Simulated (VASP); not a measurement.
# ZnO (lda) (P6_3mc) in VASP: further runs

ZnO (lda) is run at these levels: LDA; tasks: single point, relaxation of cell and atoms.

All numbers are computed with VASP 6.6.1; they aren't measurements. Logs are shortened: lines on timing, memory, paths and dates and some standing lists are left out, and cuts for length are marked.

### Step 1. The cell of the first run

Symmetry: P6_3mc, No. 186, hexagonal system. The conventional cell has a = 3.187 Å, b = 3.187 Å, c = 5.153 Å, α = 90.00°, β = 90.00°, γ = 120.00°. Zn (site symmetry 3m) has 4 O at 1.86 to 2.33 Å within 2.5 Å. Within 2.5 Å of O (site symmetry 3m) lie 4 Zn at 1.86 to 2.33 Å.

### Step 2. Single point, LDA

Contents of INCAR:

```
SYSTEM = ZnO
PREC = Accurate
ENCUT = 520
EDIFF = 1E-6
ISMEAR = 0
SIGMA = 0.01
LREAL = .False.
LASPH = .True.
NELM = 100
ALGO = Normal
ISIF = 2
LWAVE = .False.
LCHARG = .True.
GGA = CA
LELF = .True.
LVHAR = .True.
NBANDS = 26
```

Contents of KPOINTS:

```
regular mesh
0
Gamma
  9 9 6
  0 0 0
```

Contents of POSCAR:

```
ZnO
1.0
    3.1873357838      0.0000000000      0.0000000000
   -1.5936678919      2.7603137592      0.0000000000
    0.0000000000      0.0000000000      5.1528329312
Zn O
2 2
Direct
    0.3333333333      0.6666666667     -0.0346846707
    0.6666666667      0.3333333333      0.4653153293
    0.3333333333      0.6666666667      0.4166846707
    0.6666666667      0.3333333333      0.9166846707
```

Potentials or basis: VASP PAW LDA potentials, release 64 (Zn, O).

The run is started by

```sh
cat potpaw_LDA.64/Zn/POTCAR potpaw_LDA.64/O/POTCAR > POTCAR
mpirun -np 1 vasp_std > vasp.out
```

OUTCAR:

```text
SYSTEM = ZnO
   PREC = Accurate
   ENCUT = 520
   EDIFF = 1E-6
   ISMEAR = 0
   LREAL = .False.
   LASPH = .True.
   NELM = 100
   ISIF = 2
   GGA = CA

 ion  position               nearest neighbor table
   1  0.333  0.667  0.965-   4 1.86   4 1.86   4 1.86   3 2.33
   2  0.667  0.333  0.465-   3 1.86   3 1.86   3 1.86   4 2.33
   3  0.333  0.667  0.417-   2 1.86   2 1.86   2 1.86   1 2.33
   4  0.667  0.333  0.917-   1 1.86   1 1.86   1 1.86   2 2.33

  LATTYP: Found a hexagonal cell.
 ALAT       =     3.1873357838
 C/A-ratio  =     1.6166583255

  Lattice vectors:

 A1 = (   3.1873357838,   0.0000000000,   0.0000000000)
 A2 = (  -1.5936678919,   2.7603137592,   0.0000000000)
 A3 = (   0.0000000000,   0.0000000000,   5.1528329312)

Analysis of symmetry for initial positions (statically):
=====================================================================
 Subroutine PRICEL returns:
 Original cell was already a primitive cell.

 Routine SETGRP: Setting up the symmetry group for a
 hexagonal supercell.

 Subroutine GETGRP returns: Found 12 space group operations
 (whereof  6 operations were pure point group operations)
 out of a pool of 24 trial point group operations.

The static configuration has the point symmetry C_3v.
 The point group associated with its full space group is C_6v.

Analysis of symmetry for dynamics (positions and initial velocities):
=====================================================================
 Subroutine PRICEL returns:
 Original cell was already a primitive cell.

 Routine SETGRP: Setting up the symmetry group for a
 hexagonal supercell.

 Subroutine GETGRP returns: Found 12 space group operations
 (whereof  6 operations were pure point group operations)
 out of a pool of 24 trial point group operations.

The dynamic configuration has the point symmetry C_3v.
 The point group associated with its full space group is C_6v.

 Subroutine INISYM returns: Found 12 space group operations
 (whereof  6 operations are pure point group operations),
 and found     1 'primitive' translations

----------------------------------------------------------------------------------------

                                     Primitive cell

  volume of cell :      45.3349

  direct lattice vectors                    reciprocal lattice vectors
[... 83 lines left out ...]
   ISTART =      0    job   : 0-new  1-cont  2-samecut
   ICHARG =      2    charge: 1-file 2-atom 10-const
   ISPIN  =      1    spin polarized calculation?
   LNONCOLLINEAR =      F non collinear calculations
   LSORBIT =      F    spin-orbit coupling
   LASPH  =      T    aspherical Exc in radial PAW
   ENCUT  =  520.0 eV  38.22 Ry    6.18 a.u.   5.93  5.93  9.58*2*pi/ulx,y,z
   NELM   =    100;   NELMIN=  2; NELMDL= -5     # of ELM steps
   EDIFF  = 0.1E-05   stopping-criterion for ELM
   LREAL  =      F    real-space projection
   EDIFFG = 0.1E-04   stopping-criterion for IOM
   NSW    =      0    number of steps for IOM
   IBRION =     -1    ionic relax: 0-MD 1-quasi-New 2-CG
   NFREE  =      0    steps in history (QN), initial steepest desc. (CG)
   ISIF   =      2    stress and relaxation
   ISYM   =      2    0-nonsym 1-usesym 2-fastsym
   POTIM  = 0.5000    time-step for ionic-motion
   TEBEG  =    0.0;   TEEND  =   0.0 temperature during run
   PSTRESS=    0.0 pullay stress
   NELECT =      36.0000    total number of electrons
   NUPDOWN=      -1.0000    fix difference up-down
   EMIN   =  10.00;   EMAX   =-10.00  energy-range for DOS
   EFERMI =   0.00;   METHOD = LEGACY
   ISMEAR =     0;   SIGMA  =   0.01  broadening in eV -4-tet -1-fermi 0-gaus
   EFERMI_NEDOS =   21; number of points for ismear=-14 and -15
   IALGO  =     38    algorithm
   IMIX   =      4    mixing-type and parameters
     AMIX     =   0.40;   BMIX     =  1.00
     AMIX_MAG =   1.60;   BMIX_MAG =  1.00
  volume/ion in A,a.u.               =      11.33        76.48
  Fermi-wavevector in a.u.,A,eV,Ry     =   1.515997  2.864818 31.269530  2.298246
  Thomas-Fermi vector in A             =   2.625445
   LORBIT       =      0    0 simple, 1 ext, 2 COOP (PROOUT), +10 PAW based schemes
   GGA     = CA    functional components
   LHFCALC =     F    Hartree Fock is set to
   AEXX    =    0.0000 exact exchange contribution
   IVDW    =     0    specifies the selected vdW correction
   LEPSILON=     F    determine dielectric tensor
   LRPA    =     F    only Hartree local field effects (RPA)
 non-spin polarized calculation
 Gauss-broadening in eV      SIGMA  =   0.01
  energy-cutoff  :      520.00
  volume of cell :       45.33
 maximum number of plane-waves:      1237
 NGX is ok and might be reduce to    24
   NGX = 11   NGY = 11   NGZ = 19

 number of electron      35.9999985 magnetization

 Free energy of the ion-electron system (eV)
  ---------------------------------------------------
  ext. energy  EPLUGINS =         0.00000000
  ---------------------------------------------------
  free energy    TOTEN  =       -20.70547870 eV

  energy without entropy =      -20.70547870  energy(sigma->0) =      -20.70547870

 E-fermi :   1.6407     XC(G=0): -11.7083

 val. band max:        1.5190676352   @ k =   0.0000   0.0000   0.0000
 cond. band min:       2.4279612882   @ k =   0.0000   0.0000   0.0000
 fundamental gap:      0.9088936530
 Fermi energy:         1.6407061362

 k-point     1 :       0.0000    0.0000    0.0000
  band No.  band energies     occupation
      1     -16.9803      2.00000
      2     -16.2081      2.00000
      3      -5.1460      2.00000
      4      -5.1460      2.00000
      5      -5.1319      2.00000
      6      -5.1319      2.00000
[... 685 lines left out ...]
     25      14.4823      0.00000
     26      16.3419      0.00000

 [... further k-points ...]
[... 5 lines left out ...]
  --------------------------------------------------------------------------------------
  -------------------------------------------------------------------------------------
  Total        3.9615938      3.9615938     -1.7252950      0.0000000      0.0000000     -0.0000000
  in kB      140.0065001    140.0065001    -60.9735675      0.0000000      0.0000000     -0.0000000
  external PRESSURE =      73.0131443 kB  Pullay stress =       0.0000000 kB

 VOLUME and BASIS-vectors are now :
 -----------------------------------------------------------------------------
  energy-cutoff  :      520.00
  volume of cell :       45.33
      direct lattice vectors                 reciprocal lattice vectors
     3.187335784  0.000000000  0.000000000     0.313741654  0.181138828  0.000000000
    -1.593667892  2.760313759  0.000000000     0.000000000  0.362277657  0.000000000
     0.000000000  0.000000000  5.152832931     0.000000000  0.000000000  0.194068004

 POSITION                                       TOTAL-FORCE (eV/Angst)
 -----------------------------------------------------------------------------------
     -0.00000      1.84021      4.97411         0.000000     -0.000000      0.638035
      1.59367      0.92010      2.39769        -0.000000      0.000000      0.638035
     -0.00000      1.84021      2.14711        -0.000000     -0.000000     -0.638035
      1.59367      0.92010      4.72352         0.000000      0.000000     -0.638035
 -----------------------------------------------------------------------------------
    total drift:                               -0.000001     -0.000001      0.000727

  FREE ENERGIE OF THE ION-ELECTRON SYSTEM (eV)
  ---------------------------------------------------
  free  energy   TOTEN  =       -20.7054786992 eV

  energy  without entropy=      -20.7054786992  energy(sigma->0) =      -20.70547870
```

OSZICAR:

```text
N       E                     dE             d eps       ncg     rms          rms(c)
DAV:   1     0.297260568330E+03    0.29726E+03   -0.18104E+04  2544   0.205E+03
DAV:   2     0.811183305508E+01   -0.28915E+03   -0.27128E+03  2604   0.418E+02
DAV:   3    -0.233591472154E+02   -0.31471E+02   -0.31049E+02  2728   0.141E+02
DAV:   4    -0.239877729996E+02   -0.62863E+00   -0.62728E+00  2736   0.203E+01
DAV:   5    -0.239909113748E+02   -0.31384E-02   -0.31382E-02  2630   0.149E+00    0.173E+01
DAV:   6    -0.205877030280E+02    0.34032E+01   -0.65440E+00  4046   0.639E+01    0.110E+01
DAV:   7    -0.207750216749E+02   -0.18732E+00   -0.30359E+00  2580   0.173E+01    0.634E+00
DAV:   8    -0.207572532949E+02    0.17768E-01   -0.59177E-01  3246   0.694E+00    0.179E+00
DAV:   9    -0.207037550504E+02    0.53498E-01   -0.10987E-01  3618   0.633E+00    0.386E-01
DAV:  10    -0.207055271645E+02   -0.17721E-02   -0.37463E-02  2542   0.134E+00    0.979E-02
DAV:  11    -0.207054727100E+02    0.54455E-04   -0.47480E-04  2858   0.227E-01    0.231E-02
DAV:  12    -0.207054777242E+02   -0.50142E-05   -0.51095E-05  2850   0.192E-01    0.107E-02
DAV:  13    -0.207054786992E+02   -0.97500E-06   -0.65567E-06  2992   0.783E-02
   1 F= -.20705479E+02 E0= -.20705479E+02  d E =-.128113E-68
```

stdout:

```text
POSCAR found type information on POSCAR ZnO
 POSCAR found :  2 types and       4 ions
 scaLAPACK will be used
 LDA part: xc-table for (Slater(with rela. corr.)+CA(PZ))
 , standard interpolation
 POSCAR, INCAR and KPOINTS ok, starting setup
 FFT: planning ... GRIDC
 FFT: planning ... GRID_SOFT
 FFT: planning ... GRID
 WAVECAR not read
 entering main loop
```

It took 94 s on 1 thread of AMD EPYC 7R13, shared host; peak memory 0.14 GiB.

Results:

| Property | Result |
| --- | --- |
| Free energy | -20.7055 eV |
| Pressure | 7.3 GPa |
| Largest force | 0.638 eV/Å |
| Band gap on the k mesh | 0.91 eV, direct |

Forces on the atoms (eV/Å):
```
Zn   0.000  0.000  0.638
Zn   0.000  0.000  0.638
O    0.000  0.000 -0.638
O    0.000  0.000 -0.638
```

Levels at points of the mesh, in eV from the valence-band top:
```csv
k point,band 16,band 17,band 18,band 19,band 20,band 21
"(0.00, 0.00, 0.00)",-0.41,0.00,0.00,0.91,4.90,7.86
"(0.00, 0.00, 0.50)",-0.20,-0.20,-0.20,3.37,3.37,9.64
```

A k mesh can miss the band edges. A hybrid or GW would open this gap; LDA tends to underestimate it.

### Step 3. Single point, LDA

Contents of INCAR:

```
  PREC = Accurate
  ENCUT = 520
  EDIFF = 1E-7
  ISMEAR = 0
  SIGMA = 0.01
  LREAL = False
  LASPH = True
  NELM = 60
  ALGO = Normal
  ISIF = 2
  LWAVE = False
  LCHARG = True
  LELF = True
  LVHAR = True
  NBANDS = 26
```

Contents of KPOINTS:

```
Automatic mesh
0
Gamma
  9 9 6
```

Contents of POSCAR:

```
ZnO
1.0
    3.1873357838      0.0000000000      0.0000000000
   -1.5936678919      2.7603137592      0.0000000000
    0.0000000000      0.0000000000      5.1528329312
Zn O
2 2
Direct
    0.3333333333      0.6666666667     -0.0438029192
    0.6666666667      0.3333333333      0.4561970808
    0.3333333333      0.6666666667      0.4258029192
    0.6666666667      0.3333333333      0.9258029192
```

Potentials or basis: VASP PAW LDA potentials, release 64 (Zn, O).

The run is started by

```sh
cat potpaw_LDA.64/Zn/POTCAR potpaw_LDA.64/O/POTCAR > POTCAR
mpirun -np 1 vasp_std > vasp.out
```

OUTCAR:

```text
PREC = Accurate
   ENCUT = 520
   EDIFF = 1E-7
   ISMEAR = 0
   LREAL = False
   LASPH = True
   NELM = 60
   ISIF = 2

 ion  position               nearest neighbor table
   1  0.333  0.667  0.956-   4 1.85   4 1.85   4 1.85   3 2.42
   2  0.667  0.333  0.456-   3 1.85   3 1.85   3 1.85   4 2.42
   3  0.333  0.667  0.426-   2 1.85   2 1.85   2 1.85   1 2.42
   4  0.667  0.333  0.926-   1 1.85   1 1.85   1 1.85   2 2.42

  LATTYP: Found a hexagonal cell.
 ALAT       =     3.1873357838
 C/A-ratio  =     1.6166583255

  Lattice vectors:

 A1 = (   3.1873357838,   0.0000000000,   0.0000000000)
 A2 = (  -1.5936678919,   2.7603137592,   0.0000000000)
 A3 = (   0.0000000000,   0.0000000000,   5.1528329312)

Analysis of symmetry for initial positions (statically):
=====================================================================
 Subroutine PRICEL returns:
 Original cell was already a primitive cell.

 Routine SETGRP: Setting up the symmetry group for a
 hexagonal supercell.

 Subroutine GETGRP returns: Found 12 space group operations
 (whereof  6 operations were pure point group operations)
 out of a pool of 24 trial point group operations.

The static configuration has the point symmetry C_3v.
 The point group associated with its full space group is C_6v.

Analysis of symmetry for dynamics (positions and initial velocities):
=====================================================================
 Subroutine PRICEL returns:
 Original cell was already a primitive cell.

 Routine SETGRP: Setting up the symmetry group for a
 hexagonal supercell.

 Subroutine GETGRP returns: Found 12 space group operations
 (whereof  6 operations were pure point group operations)
 out of a pool of 24 trial point group operations.

[... 115 lines left out ...]
   PSTRESS=    0.0 pullay stress
   NELECT =      36.0000    total number of electrons
   NUPDOWN=      -1.0000    fix difference up-down
   EMIN   =  10.00;   EMAX   =-10.00  energy-range for DOS
   EFERMI =   0.00;   METHOD = LEGACY
   ISMEAR =     0;   SIGMA  =   0.01  broadening in eV -4-tet -1-fermi 0-gaus
   EFERMI_NEDOS =   21; number of points for ismear=-14 and -15
   IALGO  =     38    algorithm
   IMIX   =      4    mixing-type and parameters
     AMIX     =   0.40;   BMIX     =  1.00
     AMIX_MAG =   1.60;   BMIX_MAG =  1.00
  volume/ion in A,a.u.               =      11.33        76.48
  Fermi-wavevector in a.u.,A,eV,Ry     =   1.515997  2.864818 31.269530  2.298246
  Thomas-Fermi vector in A             =   2.625445
   LORBIT       =      0    0 simple, 1 ext, 2 COOP (PROOUT), +10 PAW based schemes
   GGA     = CA    functional components
   LHFCALC =     F    Hartree Fock is set to
   AEXX    =    0.0000 exact exchange contribution
   IVDW    =     0    specifies the selected vdW correction
   LEPSILON=     F    determine dielectric tensor
   LRPA    =     F    only Hartree local field effects (RPA)
 non-spin polarized calculation
 Gauss-broadening in eV      SIGMA  =   0.01
  energy-cutoff  :      520.00
  volume of cell :       45.33
 maximum number of plane-waves:      1237
 NGX is ok and might be reduce to    24
   NGX = 11   NGY = 11   NGZ = 19

 number of electron      35.9999987 magnetization

 Free energy of the ion-electron system (eV)
  ---------------------------------------------------
  ext. energy  EPLUGINS =         0.00000000
  ---------------------------------------------------
  free energy    TOTEN  =       -20.60363868 eV

  energy without entropy =      -20.60363868  energy(sigma->0) =      -20.60363868

 E-fermi :   1.6535     XC(G=0): -11.7046

 val. band max:        1.5458690916   @ k =   0.0000   0.0000   0.0000
 cond. band min:       2.4752529268   @ k =   0.0000   0.0000   0.0000
 fundamental gap:      0.9293838352
 Fermi energy:         1.6535007742

 k-point     1 :       0.0000    0.0000    0.0000
  band No.  band energies     occupation
      1     -17.0072      2.00000
      2     -16.2444      2.00000
      3      -5.2433      2.00000
      4      -5.2433      2.00000
      5      -5.2069      2.00000
      6      -5.2069      2.00000
[... 685 lines left out ...]
     25      14.4480      0.00000
     26      16.4004      0.00000

 [... further k-points ...]
[... 5 lines left out ...]
  --------------------------------------------------------------------------------------
  -------------------------------------------------------------------------------------
  Total        4.5548073      4.5548073     -1.5230277      0.0000000     -0.0000000      0.0000000
  in kB      160.9712298    160.9712298    -53.8252511      0.0000000     -0.0000000      0.0000000
  external PRESSURE =      89.3724028 kB  Pullay stress =       0.0000000 kB

 VOLUME and BASIS-vectors are now :
 -----------------------------------------------------------------------------
  energy-cutoff  :      520.00
  volume of cell :       45.33
      direct lattice vectors                 reciprocal lattice vectors
     3.187335784  0.000000000  0.000000000     0.313741654  0.181138828  0.000000000
    -1.593667892  2.760313759  0.000000000     0.000000000  0.362277657  0.000000000
     0.000000000  0.000000000  5.152832931     0.000000000  0.000000000  0.194068004

 POSITION                                       TOTAL-FORCE (eV/Angst)
 -----------------------------------------------------------------------------------
     -0.00000      1.84021      4.92712        -0.000000     -0.000000      0.435099
      1.59367      0.92010      2.35071         0.000000      0.000000      0.435099
     -0.00000      1.84021      2.19409        -0.000000      0.000000     -0.435099
      1.59367      0.92010      4.77051         0.000000     -0.000000     -0.435099
 -----------------------------------------------------------------------------------
    total drift:                               -0.000001     -0.000001     -0.000014

  FREE ENERGIE OF THE ION-ELECTRON SYSTEM (eV)
  ---------------------------------------------------
  free  energy   TOTEN  =       -20.6036386790 eV

  energy  without entropy=      -20.6036386790  energy(sigma->0) =      -20.60363868
```

It took 1.8 min on 1 thread of AMD EPYC 7R13, shared host; peak memory 0.14 GiB.

Results:

* Free energy: -20.6036 eV
* Pressure: 8.9 GPa
* Largest force: 0.435 eV/Å
* Band gap on the k mesh: 0.93 eV, direct

Forces in eV/Å, atoms in the order of the input:
```
Zn   0.000  0.000  0.435
Zn   0.000  0.000  0.435
O    0.000  0.000 -0.435
O    0.000  0.000 -0.435
```

### Step 4. Relaxation of cell and atoms, LDA

This run uses another cell than the first one, of 11.90 Å³/atom, 1.050 times its volume.

Contents of INCAR:

```
ALGO = Normal ; EDIFF = 1E-6
EDIFFG = -0.002 ; ENCUT = 600
GGA = CA ; IBRION = 2
ISIF = 3 ; ISMEAR = 0
LASPH = T ; LCHARG = F
LREAL = F ; LWAVE = F
NELM = 100 ; NSW = 100
PREC = Accurate ; SIGMA = 0.02
```

Contents of KPOINTS:

```
k-points
0
Gamma
  9 9 6
```

Contents of POSCAR:

```
ZnO
1.0
    3.2500000000      0.0000000000      0.0000000000
   -1.6250000000      2.8145825623      0.0000000000
    0.0000000000      0.0000000000      5.2050000000
Zn O
2 2
Direct
    0.3333333333      0.6666666667      0.0000000000
    0.6666666667      0.3333333333      0.5000000000
    0.3333333333      0.6666666667      0.3820000000
    0.6666666667      0.3333333333      0.8820000000
```

The run is started by

```sh
cat potpaw_LDA.64/Zn/POTCAR potpaw_LDA.64/O/POTCAR > POTCAR
mpirun -np 1 vasp_std > vasp.out
```

Run time: 12 min. Hardware: 1 thread of AMD EPYC 7R13, shared host; peak memory 0.17 GiB.

Results (log left out):

* Free energy: -21.1678 eV
* Relaxed volume: 11.40 Å³/atom
* Relaxed cell: a = 3.194 Å, b = 3.194 Å, c = 5.165 Å, α = 90.00°, β = 90.00°, γ = 120.00°
* Space group after relaxing (to 0.05 Å): P6_3mc (No. 186)
* Energy gained by relaxing: 10.5 meV/atom
* Ionic steps: 18
* Pressure after relaxing: 0.0 GPa
* Band gap on the k mesh: 0.80 eV, direct

Step by step:
| step | energy change (eV) | largest force (eV/Å) | pressure (GPa) | volume (Å³) |
| --- | --- | --- | --- | --- |
| 1 | 0.0000 | 0.0380 | -6.30 | 47.61 |
| 2 | -0.0258 | 0.0389 | 4.45 | 44.46 |
| 3 | -0.0411 | 0.0380 | 0.04 | 45.61 |
| 4 | -0.0411 | 0.0377 | -0.08 | 45.65 |
| 5 | -0.0414 | 0.0252 | -0.13 | 45.65 |
| 6 | -0.0418 | 0.0146 | -0.05 | 45.65 |
| 7 | -0.0420 | 0.0078 | -0.08 | 45.63 |
| 8 | -0.0420 | 0.0090 | -0.06 | 45.63 |
| 9 | -0.0420 | 0.0097 | -0.08 | 45.63 |
| 10 | -0.0420 | 0.0033 | 0.05 | 45.59 |
| 11 | -0.0420 | 0.0044 | 0.03 | 45.61 |
| 12 | -0.0420 | 0.0059 | -0.04 | 45.61 |
| 13 | -0.0420 | 0.0029 | 0.03 | 45.60 |
| 14 | -0.0420 | 0.0019 | 0.06 | 45.60 |
| 15 | -0.0420 | 0.0018 | 0.02 | 45.60 |
| 16 | -0.0420 | 0.0009 | 0.04 | 45.61 |
| 17 | -0.0420 | 0.0002 | 0.04 | 45.61 |
| 18 | -0.0420 | 0.0009 | 0.00 | 45.62 |

Final structure:
```
CELL_PARAMETERS angstrom
3.19352 0.00000 0.00000
-1.59676 2.76567 0.00000
0.00000 0.00000 5.16465
ATOMIC_POSITIONS crystal
Zn 0.33333 0.66667 0.00185
Zn 0.66667 0.33333 0.50185
O 0.33333 0.66667 0.38015
O 0.66667 0.33333 0.88015
```

Levels at points of the mesh, in eV from the valence-band top:
| k point | band 16 | band 17 | band 18 | band 19 | band 20 | band 21 |
| --- | --- | --- | --- | --- | --- | --- |
| (0.00, 0.00, 0.00) | -0.10 | 0.00 | 0.00 | 0.80 | 5.27 | 8.18 |
| (0.00, 0.00, 0.50) | -0.42 | -0.42 | -0.42 | 3.48 | 3.48 | 10.03 |
